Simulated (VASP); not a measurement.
# Ga2O3 (Immm) in VASP: single point with r2SCAN

Aim: the single point of Ga2O3 with r2SCAN.

Everything below comes from runs of VASP 6.6.1. Logs are shortened: lines on timing, memory, paths and dates and some standing lists are left out, and cuts for length are marked.

**1. The cell of the first run**

The structure is orthorhombic, space group Immm (No. 71). Conventional cell: a = 2.939 Å, b = 3.926 Å, c = 9.285 Å, α = 90.00°, β = 90.00°, γ = 90.00°. Within 2.7 Å of Ga (site symmetry mm2) lie 6 O at 2.00 to 2.05 Å. Within 2.8 Å of O (site symmetry mmm) lie 4 Ga at 2.05 Å and 2 O at 2.79 Å. Within 2.8 Å of O (site symmetry mm2) lie 4 Ga at 2.00 to 2.01 Å and 5 O at 2.63 to 2.79 Å.

**2. Single point, r2SCAN**

File POSCAR:

```
Ga2O3
1.0
   -1.4694742516      1.9631240620      4.6425676377
    1.4694742516     -1.9631240620      4.6425676377
    1.4694742516      1.9631240620     -4.6425676377
Ga O
2 3
Direct
    0.6542534191      0.6542534191      0.0000000000
    0.3457465809      0.3457465809      0.0000000000
    0.5000000000      0.0000000000      0.5000000000
    0.1990047914      0.6990047914      0.5000000000
    0.8009952086      0.3009952086      0.5000000000
```

File INCAR.step1:

```
SYSTEM = Ga2O3
PREC = Accurate
ENCUT = 520
ISMEAR = 0
SIGMA = 0.02
LREAL = .False.
LASPH = .True.
NELM = 80
NBANDS = 30
GGA = PE
ALGO = Normal
EDIFF = 1E-4
LWAVE = .True.
LCHARG = .False.
```

File INCAR.step2:

```
SYSTEM = Ga2O3
PREC = Accurate
ENCUT = 520
EDIFF = 1E-6
ISMEAR = 0
SIGMA = 0.02
LREAL = .False.
LASPH = .True.
NELM = 80
ALGO = Normal
ISIF = 2
LWAVE = .False.
LCHARG = .False.
METAGGA = R2SCAN
LMIXTAU = .True.
NBANDS = 30
ISTART = 1
```

File KPOINTS:

```
Automatic mesh
0
Gamma
  12 12 12
  0 0 0
```

Potentials or basis: VASP PAW PBE potentials, release 64 (Ga_d, O).

Command:

```console
cat potpaw_PBE.64/Ga_d/POTCAR potpaw_PBE.64/O/POTCAR > POTCAR
cp INCAR.step1 INCAR
mpirun -np 1 vasp_std > vasp.out
cp INCAR.step2 INCAR
mpirun -np 1 vasp_std > vasp.out
```

OUTCAR:

```text
SYSTEM = Ga2O3
   PREC = Accurate
   ENCUT = 520
   EDIFF = 1E-6
   ISMEAR = 0
   LREAL = .False.
   LASPH = .True.
   NELM = 80
   ISIF = 2
   METAGGA = R2SCAN
   ISTART = 1

 ion  position               nearest neighbor table
   1  0.654  0.654  0.000-   5 2.00   5 2.00   4 2.01   4 2.01   3 2.05   3 2.05   2 2.86
   2  0.346  0.346  0.000-   4 2.00   4 2.00   5 2.01   5 2.01   3 2.05   3 2.05   1 2.86
   3  0.500  0.000  0.500-   1 2.05   2 2.05   1 2.05   2 2.05
   4  0.199  0.699  0.500-   2 2.00   2 2.00   1 2.01   1 2.01
   5  0.801  0.301  0.500-   1 2.00   1 2.00   2 2.01   2 2.01

  LATTYP: Found a body centered orthorhombic cell.
 ALAT       =     2.9389485032
 B/A-ratio  =     1.3359363458
 C/A-ratio  =     3.1593392213

  Lattice vectors:

 A1 = (  -1.4694742516,   1.9631240620,   4.6425676377)
 A2 = (   1.4694742516,  -1.9631240620,   4.6425676377)
 A3 = (   1.4694742516,   1.9631240620,  -4.6425676377)

Analysis of symmetry for initial positions (statically):
=====================================================================
 Subroutine PRICEL returns:
 Original cell was already a primitive cell.

 Routine SETGRP: Setting up the symmetry group for a
 body centered orthorhombic supercell.

 Subroutine GETGRP returns: Found  8 space group operations
 (whereof  8 operations were pure point group operations)
 out of a pool of  8 trial point group operations.

The static configuration has the point symmetry D_2h.

Analysis of symmetry for dynamics (positions and initial velocities):
=====================================================================
 Subroutine PRICEL returns:
 Original cell was already a primitive cell.

 Routine SETGRP: Setting up the symmetry group for a
 body centered orthorhombic supercell.

 Subroutine GETGRP returns: Found  8 space group operations
 (whereof  8 operations were pure point group operations)
 out of a pool of  8 trial point group operations.

The dynamic configuration has the point symmetry D_2h.

 Subroutine INISYM returns: Found  8 space group operations
 (whereof  8 operations are pure point group operations),
 and found     1 'primitive' translations

----------------------------------------------------------------------------------------
[... 96 lines left out ...]
   LASPH  =      T    aspherical Exc in radial PAW
   ENCUT  =  520.0 eV  38.22 Ry    6.18 a.u.   9.76  9.76  9.76*2*pi/ulx,y,z
   NELM   =     80;   NELMIN=  2; NELMDL=  0     # of ELM steps
   EDIFF  = 0.1E-05   stopping-criterion for ELM
   LREAL  =      F    real-space projection
   EDIFFG = 0.1E-04   stopping-criterion for IOM
   NSW    =      0    number of steps for IOM
   IBRION =     -1    ionic relax: 0-MD 1-quasi-New 2-CG
   NFREE  =      0    steps in history (QN), initial steepest desc. (CG)
   ISIF   =      2    stress and relaxation
   ISYM   =      2    0-nonsym 1-usesym 2-fastsym
   POTIM  = 0.5000    time-step for ionic-motion
   TEBEG  =    0.0;   TEEND  =   0.0 temperature during run
   PSTRESS=    0.0 pullay stress
   NELECT =      44.0000    total number of electrons
   NUPDOWN=      -1.0000    fix difference up-down
   EMIN   =  10.00;   EMAX   =-10.00  energy-range for DOS
   EFERMI =   0.00;   METHOD = LEGACY
   ISMEAR =     0;   SIGMA  =   0.02  broadening in eV -4-tet -1-fermi 0-gaus
   EFERMI_NEDOS =   21; number of points for ismear=-14 and -15
   IALGO  =     38    algorithm
   IMIX   =      4    mixing-type and parameters
     AMIX     =   0.40;   BMIX     =  1.00
     AMIX_MAG =   1.60;   BMIX_MAG =  1.00
  volume/ion in A,a.u.               =      10.71        72.30
  Fermi-wavevector in a.u.,A,eV,Ry     =   1.533144  2.897223 31.980927  2.350532
  Thomas-Fermi vector in A             =   2.640252
   LORBIT       =      0    0 simple, 1 ext, 2 COOP (PROOUT), +10 PAW based schemes
   METAGGA = R2SCAN    functional components
   LHFCALC =     F    Hartree Fock is set to
   AEXX    =    0.0000 exact exchange contribution
   IVDW    =     0    specifies the selected vdW correction
   LEPSILON=     F    determine dielectric tensor
   LRPA    =     F    only Hartree local field effects (RPA)
 non-spin polarized calculation
 Gauss-broadening in eV      SIGMA  =   0.02
  energy-cutoff  :      520.00
  volume of cell :       53.57
 maximum number of plane-waves:      1464
   NGX = 19   NGY = 19   NGZ = 19

 number of electron      44.0000006 magnetization

 Free energy of the ion-electron system (eV)
  ---------------------------------------------------
  ext. energy  EPLUGINS =         0.00000000
  ---------------------------------------------------
  free energy    TOTEN  =       -50.59681563 eV

  energy without entropy =      -50.59681563  energy(sigma->0) =      -50.59681563

 E-fermi :   3.1986     XC(G=0): -12.3509

 val. band max:        3.0136023983   @ k =  -0.1667  -0.1667   0.1667
 cond. band min:       5.7189588953   @ k =   0.0000   0.0000   0.0000
 fundamental gap:      2.7053564970
 Fermi energy:         3.1985794358

 k-point     1 :       0.0000    0.0000    0.0000
  band No.  band energies     occupation
      1     -16.6998      2.00000
      2     -14.8772      2.00000
      3     -14.6562      2.00000
      4     -10.0745      2.00000
      5     -10.0658      2.00000
      6     -10.0421      2.00000
[... 781 lines left out ...]
     29      16.4990      0.00000
     30      16.8896      0.00000

 [... further k-points ...]

------------------------ aborting loop because EDIFF is reached ----------------------------------------

  FORCE on cell =-STRESS in cart. coord.  units (eV):
  Direction    XX          YY          ZZ          XY          YZ          ZX
  --------------------------------------------------------------------------------------
  -------------------------------------------------------------------------------------
  Total       -2.4026327     -2.5020542     -2.3448702      0.0000000      0.0000000      0.0000000
  in kB      -71.8571524    -74.8306185    -70.1296109      0.0000000      0.0000000      0.0000000
  external PRESSURE =     -72.2724606 kB  Pullay stress =       0.0000000 kB

 VOLUME and BASIS-vectors are now :
 -----------------------------------------------------------------------------
  energy-cutoff  :      520.00
  volume of cell :       53.57
      direct lattice vectors                 reciprocal lattice vectors
    -1.469474252  1.963124062  4.642567638     0.000000000  0.254696078  0.107699023
     1.469474252 -1.963124062  4.642567638     0.340257748  0.000000000  0.107699023
     1.469474252  1.963124062 -4.642567638     0.340257748  0.254696078  0.000000000

 POSITION                                       TOTAL-FORCE (eV/Angst)
 -----------------------------------------------------------------------------------
      0.00000      0.00000      6.07483         0.000000      0.000000      0.108016
      0.00000      0.00000      3.21030        -0.000000     -0.000000     -0.108016
      0.00000      1.96312      0.00000         0.000000      0.000000     -0.000000
      1.46947      0.00000      1.84779        -0.000000     -0.000000      0.138436
      0.00000      1.96312      2.79478         0.000000      0.000000     -0.138436
 -----------------------------------------------------------------------------------
    total drift:                                0.000000     -0.000000      0.000000

  FREE ENERGIE OF THE ION-ELECTRON SYSTEM (eV)
  ---------------------------------------------------
  free  energy   TOTEN  =       -50.5968156343 eV

  energy  without entropy=      -50.5968156343  energy(sigma->0) =      -50.59681563
```

OUTCAR.step1:

```text
SYSTEM = Ga2O3
   PREC = Accurate
   ENCUT = 520
   ISMEAR = 0
   LREAL = .False.
   LASPH = .True.
[... 1026 lines left out ...]
      0.00000      1.96312      0.00000         0.000000      0.000000      0.000000
      1.46947      0.00000      1.84779         0.000000      0.000000     -0.051980
      0.00000      1.96312      2.79478        -0.000000     -0.000000      0.051980
 -----------------------------------------------------------------------------------
    total drift:                                0.000000     -0.000000      0.000000

  FREE ENERGIE OF THE ION-ELECTRON SYSTEM (eV)
  ---------------------------------------------------
  free  energy   TOTEN  =       -29.2191694299 eV

  energy  without entropy=      -29.2191694299  energy(sigma->0) =      -29.21916943
```

OSZICAR.step1:

```text
N       E                     dE             d eps       ncg     rms          rms(c)
DAV:   1     0.448326491967E+03    0.44833E+03   -0.21935E+04 19376   0.267E+03
DAV:   2     0.297935296316E+02   -0.41853E+03   -0.39307E+03 18278   0.604E+02
DAV:   3    -0.309859058854E+02   -0.60779E+02   -0.59757E+02 19324   0.173E+02
DAV:   4    -0.335127436920E+02   -0.25268E+01   -0.25175E+01 21790   0.393E+01
DAV:   5    -0.335614710937E+02   -0.48727E-01   -0.48710E-01 18928   0.503E+00    0.121E+01
DAV:   6    -0.292136776383E+02    0.43478E+01   -0.12628E+01 28162   0.533E+01    0.343E+00
DAV:   7    -0.292481647347E+02   -0.34487E-01   -0.11933E+00 18012   0.850E+00    0.232E+00
DAV:   8    -0.292278312622E+02    0.20333E-01   -0.17899E-01 23930   0.393E+00    0.663E-01
DAV:   9    -0.292187778562E+02    0.90534E-02   -0.27028E-02 26546   0.246E+00    0.176E-01
DAV:  10    -0.292190135459E+02   -0.23569E-03   -0.59782E-03 22390   0.643E-01    0.112E-01
DAV:  11    -0.292191674630E+02   -0.15392E-03   -0.10357E-03 22166   0.377E-01    0.187E-02
DAV:  12    -0.292191694299E+02   -0.19669E-05   -0.73631E-05 12166   0.938E-02
   1 F= -.29219169E+02 E0= -.29219169E+02  d E =-.216202E-16
```

Wall time 45 min (1 thread of Intel Xeon Platinum 8259CL at 2.50GHz (Skylake/Cascade Lake), shared host); peak memory 0.52 GiB.

What came out:

| Property | Result |
| --- | --- |
| Free energy | -50.5968 eV |
| Pressure | -7.2 GPa |
| Largest force | 0.138 eV/Å |
| Band gap on the k mesh | 2.71 eV |

Forces on the atoms (eV/Å):
```
Ga   0.000  0.000  0.108
Ga   0.000  0.000 -0.108
O    0.000  0.000  0.000
O    0.000  0.000  0.138
O    0.000  0.000 -0.138
```

Stress tensor (GPa, compression positive):
```
-7.19  0.00  0.00
 0.00 -7.48  0.00
 0.00  0.00 -7.01
```

Caveat: the cell stands under tension; the PAW data sets were made with another functional, which shifts forces and pressure a little. A k mesh can miss the band edges.
